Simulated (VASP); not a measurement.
# Rb2FeCl6F (Fm-3m) in VASP: single point with PBE

Aim: the single point of Rb2FeCl6F with PBE.

All numbers are computed with VASP 6.6.1; they aren't measurements. Logs are shortened: lines on timing, memory, paths and dates and some standing lists are left out, and cuts for length are marked.

### Step 1. The cell of the first run

Symmetry: Fm-3m, No. 225, cubic system. The conventional cell has a = 9.621 Å, b = 9.621 Å, c = 9.621 Å, α = 90.00°, β = 90.00°, γ = 90.00°. Within 2.7 Å of Fe (site symmetry m-3m) lie 6 Cl at 2.08 Å. Within 2.8 Å of Cl (site symmetry 4mm) lie 1 Fe at 2.08 Å and 1 F at 2.74 Å. Within 4.5 Å of Rb (site symmetry -43m) lie 12 Cl at 3.42 Å and 4 Fe at 4.17 Å and 4 F at 4.17 Å. Within 3.6 Å of F (site symmetry m-3m) lie 6 Cl at 2.74 Å.

### Step 2. Single point, PBE

Contents of POSCAR:

```
Rb2FeCl6F
1.0
    0.0000000000      4.8105080000      4.8105080000
    4.8105080000      0.0000000000      4.8105080000
    4.8105080000      4.8105080000      0.0000000000
Fe Cl Rb F
1 6 2 1
Direct
    0.0000000000      0.0000000000      0.0000000000
    0.7843000000      0.2157000000      0.2157000000
    0.2157000000      0.7843000000      0.2157000000
    0.2157000000      0.7843000000      0.7843000000
    0.7843000000      0.2157000000      0.7843000000
    0.2157000000      0.2157000000      0.7843000000
    0.7843000000      0.7843000000      0.2157000000
    0.2500000000      0.2500000000      0.2500000000
    0.7500000000      0.7500000000      0.7500000000
    0.5000000000      0.5000000000      0.5000000000
```

Contents of INCAR.step1:

```
SYSTEM = Rb2FeCl6F
ALGO = Normal
EDIFF = 1E-6
ENCUT = 520
GGA = PE
ISIF = 2
ISMEAR = -1
LASPH = .True.
LCHARG = .True.
LMAXMIX = 4
LREAL = .False.
LWAVE = .False.
NBANDS = 48
NELM = 80
PREC = Accurate
SIGMA = 0.0145
```

Contents of KPOINTS.step1:

```
k-points
0
Gamma
  6 6 6
  0 0 0
```

Contents of INCAR.step2:

```
SYSTEM = Rb2FeCl6F
ALGO = Normal
EDIFF = 1E-6
ENCUT = 520
GGA = PE
ICHARG = 11
ISIF = 2
ISMEAR = -5
LASPH = .True.
LCHARG = .False.
LMAXMIX = 4
LORBIT = 11
LREAL = .False.
LWAVE = .False.
NEDOS = 2001
NELM = 80
PREC = Accurate
SIGMA = 0.0145
```

Contents of KPOINTS.step2:

```
k-points
0
Gamma
  9 9 9
  0 0 0
```

Potentials or basis: VASP PAW PBE potentials, release 64 (Fe, Cl, Rb_sv, F).

The run is started by

```bash
$ cat potpaw_PBE.64/Fe/POTCAR potpaw_PBE.64/Cl/POTCAR potpaw_PBE.64/Rb_sv/POTCAR potpaw_PBE.64/F/POTCAR > POTCAR
$ cp INCAR.step1 INCAR
$ cp KPOINTS.step1 KPOINTS
$ mpirun -np 1 vasp_std > vasp.out
$ cp INCAR.step2 INCAR
$ cp KPOINTS.step2 KPOINTS
$ mpirun -np 1 vasp_std > vasp.out
```

OUTCAR:

```text
SYSTEM = Rb2FeCl6F
   EDIFF = 1E-6
   ENCUT = 520
   GGA = PE
   ICHARG = 11
   ISIF = 2
   ISMEAR = -5
   LASPH = .True.
   LORBIT = 11
   LREAL = .False.
   NELM = 80
   PREC = Accurate

 ion  position               nearest neighbor table
   1  0.000  0.000  0.000-   2 2.08   3 2.08   4 2.08   5 2.08   6 2.08   7 2.08   9 4.17   9 4.17
                             8 4.17   9 4.17   8 4.17   8 4.17   9 4.17   8 4.17
   2  0.784  0.216  0.216-   1 2.08   9 3.42   9 3.42   8 3.42   8 3.42
   3  0.216  0.784  0.216-   1 2.08   9 3.42   9 3.42   8 3.42   8 3.42
   4  0.216  0.784  0.784-   1 2.08   9 3.42   9 3.42   8 3.42   8 3.42
   5  0.784  0.216  0.784-   1 2.08   9 3.42   9 3.42   8 3.42   8 3.42
   6  0.216  0.216  0.784-   1 2.08   9 3.42   9 3.42   8 3.42   8 3.42
   7  0.784  0.784  0.216-   1 2.08   9 3.42   9 3.42   8 3.42   8 3.42
   8  0.250  0.250  0.250-   7 3.42   7 3.42   6 3.42   6 3.42   4 3.42   5 3.42   4 3.42   5 3.42
                             2 3.42   2 3.42   3 3.42   3 3.42   1 4.17   1 4.17   1 4.17   1 4.17
   9  0.750  0.750  0.750-   7 3.42   7 3.42   6 3.42   6 3.42   3 3.42   5 3.42   2 3.42   5 3.42
                             4 3.42   3 3.42   4 3.42   2 3.42   1 4.17   1 4.17   1 4.17   1 4.17
  10  0.500  0.500  0.500-

  LATTYP: Found a face centered cubic cell.
 ALAT       =     9.6210160000

  Lattice vectors:

 A1 = (   0.0000000000,   4.8105080000,   4.8105080000)
 A2 = (   4.8105080000,   0.0000000000,   4.8105080000)
 A3 = (   4.8105080000,   4.8105080000,   0.0000000000)

Analysis of symmetry for initial positions (statically):
=====================================================================
 Subroutine PRICEL returns:
 Original cell was already a primitive cell.

 Routine SETGRP: Setting up the symmetry group for a
 face centered cubic supercell.

 Subroutine GETGRP returns: Found 48 space group operations
 (whereof 48 operations were pure point group operations)
 out of a pool of 48 trial point group operations.

The static configuration has the point symmetry O_h .

Analysis of symmetry for dynamics (positions and initial velocities):
=====================================================================
 Subroutine PRICEL returns:
 Original cell was already a primitive cell.

 Routine SETGRP: Setting up the symmetry group for a
 face centered cubic supercell.

 Subroutine GETGRP returns: Found 48 space group operations
 (whereof 48 operations were pure point group operations)
 out of a pool of 48 trial point group operations.

The dynamic configuration has the point symmetry O_h .

 Subroutine INISYM returns: Found 48 space group operations
[... 140 lines left out ...]
   GGA     = PE    functional components
   LHFCALC =     F    Hartree Fock is set to
   AEXX    =    0.0000 exact exchange contribution
   IVDW    =     0    specifies the selected vdW correction
   LEPSILON=     F    determine dielectric tensor
   LRPA    =     F    only Hartree local field effects (RPA)
 non-spin polarized calculation
 Fermi weights with tetrahedron method with Bloechl corrections
  energy-cutoff  :      520.00
  volume of cell :      222.64
 maximum number of plane-waves:      6014
 NGX is ok and might be reduce to    54

 number of electron      74.9999993 magnetization

 Free energy of the ion-electron system (eV)
  ---------------------------------------------------
  ext. energy  EPLUGINS =         0.00000000
  ---------------------------------------------------
  free energy    TOTEN  =       -31.33040201 eV

  energy without entropy =      -31.33040201  energy(sigma->0) =      -31.33040201

 E-fermi :   0.6928     XC(G=0):  -8.9097

 val. band max:        0.7060636207   @ k =   0.4444   0.3333   0.1111
 cond. band min:       0.6885071876   @ k =  -0.3333   0.1111   0.0000
 fundamental gap:     -0.0175564331
 Fermi energy:         0.6927522758

 k-point     1 :       0.0000    0.0000    0.0000
  band No.  band energies     occupation
      1     -23.8016      2.00000
      2     -23.7899      2.00000
      3     -18.6780      2.00000
      4     -14.5264      2.00000
      5     -13.2264      2.00000
      6     -13.2264      2.00000
[... 1141 lines left out ...]
     44       8.8037      0.00000
     45       8.8160      0.00000

 [... further k-points ...]

------------------------ aborting loop because EDIFF is reached ----------------------------------------

  FORCE on cell =-STRESS in cart. coord.  units (eV):
  Direction    XX          YY          ZZ          XY          YZ          ZX
  --------------------------------------------------------------------------------------
  -------------------------------------------------------------------------------------
  Total       14.0991976     14.0991976     14.0991976      0.0000000      0.0000000     -0.0000000
  in kB      101.4617062    101.4617062    101.4617062      0.0000000      0.0000000     -0.0000000
  external PRESSURE =     101.4617062 kB  Pullay stress =       0.0000000 kB

 VOLUME and BASIS-vectors are now :
 -----------------------------------------------------------------------------
  energy-cutoff  :      520.00
  volume of cell :      222.64
      direct lattice vectors                 reciprocal lattice vectors
     0.000000000  4.810508000  4.810508000    -0.103939127  0.103939127  0.103939127
     4.810508000  0.000000000  4.810508000     0.103939127 -0.103939127  0.103939127
     4.810508000  4.810508000  0.000000000     0.103939127  0.103939127 -0.103939127

 POSITION                                       TOTAL-FORCE (eV/Angst)
 -----------------------------------------------------------------------------------
      0.00000      0.00000      0.00000        -0.000000     -0.000000      0.000000
      2.07525      4.81051      4.81051         3.107689     -0.000000      0.000000
      4.81051      2.07525      4.81051        -0.000000      3.107689      0.000000
      7.54576      4.81051      4.81051        -3.107689     -0.000000      0.000000
      4.81051      7.54576      4.81051        -0.000000     -3.107689      0.000000
      4.81051      4.81051      2.07525        -0.000000     -0.000000      3.107689
      4.81051      4.81051      7.54576        -0.000000     -0.000000     -3.107689
      2.40525      2.40525      2.40525        -0.000000     -0.000000      0.000000
      7.21576      7.21576      7.21576        -0.000000     -0.000000      0.000000
      4.81051      4.81051      4.81051        -0.000000     -0.000000      0.000000
 -----------------------------------------------------------------------------------
    total drift:                                0.000000      0.000000     -0.000000

  FREE ENERGIE OF THE ION-ELECTRON SYSTEM (eV)
  ---------------------------------------------------
  free  energy   TOTEN  =       -31.3304020140 eV

  energy  without entropy=      -31.3304020140  energy(sigma->0) =      -31.33040201

 total charge

# of ion       s       p       d       tot
------------------------------------------
    1        0.539   0.929   6.339   7.806
    2        1.617   3.520   0.000   5.136
    3        1.617   3.520   0.000   5.136
    4        1.617   3.520   0.000   5.136
    5        1.617   3.520   0.000   5.136
    6        1.617   3.520   0.000   5.136
    7        1.617   3.520   0.000   5.136
    8        1.938   5.352   0.021   7.311
    9        1.938   5.352   0.021   7.311
   10        1.749   4.245   0.000   5.994
--------------------------------------------------
tot         15.865  36.996   6.380  59.241
```

OSZICAR.step1:

```text
N       E                     dE             d eps       ncg     rms          rms(c)
DAV:   1     0.684545619612E+03    0.68455E+03   -0.33898E+04  1536   0.143E+03
DAV:   2     0.421848323286E+02   -0.64236E+03   -0.60843E+03  1808   0.325E+02
DAV:   3    -0.366681278862E+02   -0.78853E+02   -0.77791E+02  1904   0.129E+02
DAV:   4    -0.403679356962E+02   -0.36998E+01   -0.36842E+01  2128   0.288E+01
[... 17 lines left out ...]
DAV:  22    -0.313471227068E+02    0.12991E-04   -0.37100E-05  1896   0.232E-02    0.121E-01
DAV:  23    -0.313471107810E+02    0.11926E-04   -0.30556E-05  1864   0.189E-02    0.113E-01
DAV:  24    -0.313470855814E+02    0.25200E-04   -0.19081E-05  2080   0.333E-02    0.473E-02
DAV:  25    -0.313470790309E+02    0.65505E-05   -0.80372E-06  1752   0.206E-02    0.146E-02
DAV:  26    -0.313470782179E+02    0.81291E-06   -0.37393E-06  1304   0.951E-03
   1 F= -.31347078E+02 E0= -.31332859E+02  d E =-.284388E-01
```

Run time: 8 min. Hardware: 1 thread of AMD EPYC 9R45 (Zen 5), shared host; peak memory 0.55 GiB.

What came out:

```
Valence electrons inside the program's atomic spheres : Fe 7.81; Cl 5.14; Rb 7.31; F 5.99
```

Levels at points of the mesh, in eV from the Fermi level:
| k point | band 35 | band 36 | band 37 | band 38 | band 39 | band 40 | band 41 | band 42 |
| --- | --- | --- | --- | --- | --- | --- | --- | --- |
| (0.00, 0.00, 0.00) | -0.11 | -0.11 | -0.09 | -0.09 | -0.09 | 2.99 | 2.99 | 5.92 |

Caveat: an odd number of electrons without spin polarisation forces a metal; a magnetic or distorted state may lie lower; the run has no spin polarisation, though such a crystal can be magnetic; semilocal functionals often make such compounds metallic where correlation or magnetic order opens a gap, which also shifts bond lengths. Spin polarisation is off, so any magnetic state and its effect on volume and gap are missing.
